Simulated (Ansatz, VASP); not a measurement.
# One calculation of KI, two programs

```
CELL_PARAMETERS angstrom
0.00000 3.52455 3.52455
3.52455 0.00000 3.52455
3.52455 3.52455 0.00000
ATOMIC_POSITIONS crystal
K 0.00000 0.00000 0.00000
I 0.51419 0.51419 0.48581
```

Change from the starting cell: all I atoms moved -0.100 Å, as atom 2 towards its neighbour atom 1 (K) at 3.525 Å.

Alike in both runs: task single point; functional r2SCAN; k mesh 6 × 6 × 6; occupations gaussian, width 0.05 eV; no spin polarisation.

|  | VASP | Ansatz |
| --- | --- | --- |
| version | VASP 6.6.1 | Ansatz 0.2.0 |
| potentials or method | VASP PAW PBE potentials, release 64 (K_sv, I), cutoff 520 eV | scalar-relativistic, plane waves, PAW |
| valence electrons in the cell | 16 | 26 |

```tsv
	VASP	Ansatz	Ansatz less VASP
gap on the k mesh at the Fermi level (eV)	4.63	4.63	+0.003
least direct gap on the mesh (eV)	4.63	4.63	+0.003
pressure (GPa)	0.3	0.3	0.00
traceless stress, the component that is largest in VASP (GPa)	0.11	0.11	-0.001
rms of the force components (eV/Å)	0.073	0.072	-0.0007
```

VASP's potentials were made for PBE, not for r2SCAN. Atom by atom the forces differ by 0.001 eV/Å (rms over components). VASP's potentials hold 16 valence electrons a cell and Ansatz's 26, so a difference there can come from the potentials and not from the codes.

Spin-orbit coupling is off throughout.
